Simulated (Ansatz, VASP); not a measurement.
## Two plane-wave programs on AlRu

```xyz
2
Lattice="2.9916 0.0000 0.0000 0.0000 2.9916 0.0000 0.0000 0.0000 2.9916" Properties=species:S:1:pos:R:3 pbc="T T T"
Al    0.0000    0.0375    0.0000
Ru    1.4958    1.4958    1.4958
```

Change from the starting cell: all Al atoms moved +0.037 Å, as atom 1 along Cartesian [0 1 0].

Alike in both runs: task single point; functional LDA; k mesh 16 × 16 × 16; occupations gaussian, width 0.15 eV; no spin polarisation.

|  | VASP | Ansatz |
| --- | --- | --- |
| version | VASP 6.6.1 | Ansatz 0.2.0 |
| potentials or method | VASP PAW LDA potentials, release 64 (Al, Ru_pv), cutoff 520 eV | scalar-relativistic, plane waves, PAW |
| valence electrons in the cell | 17 | 19 |

|  | VASP | Ansatz | Ansatz less VASP |
| --- | --- | --- | --- |
| gap on the k mesh at the Fermi level (eV) | none | none | - |
| pressure (GPa) | -7.5 | -8.0 | -0.50 |
| traceless stress, the component that is largest in VASP (GPa) | -0.07 | -0.07 | +0.002 |
| rms of the force components (eV/Å) | 0.156 | 0.153 | -0.0027 |

LDA's correlation is that of Perdew and Zunger in VASP and of Perdew and Wang (1992) in Ansatz. Atom by atom the forces differ by 0.003 eV/Å (rms over components). A gap of «none» marks a metal or a gap that the smearing closes. VASP's potentials hold 17 valence electrons a cell and Ansatz's 19, so a difference there can come from the potentials and not from the codes.
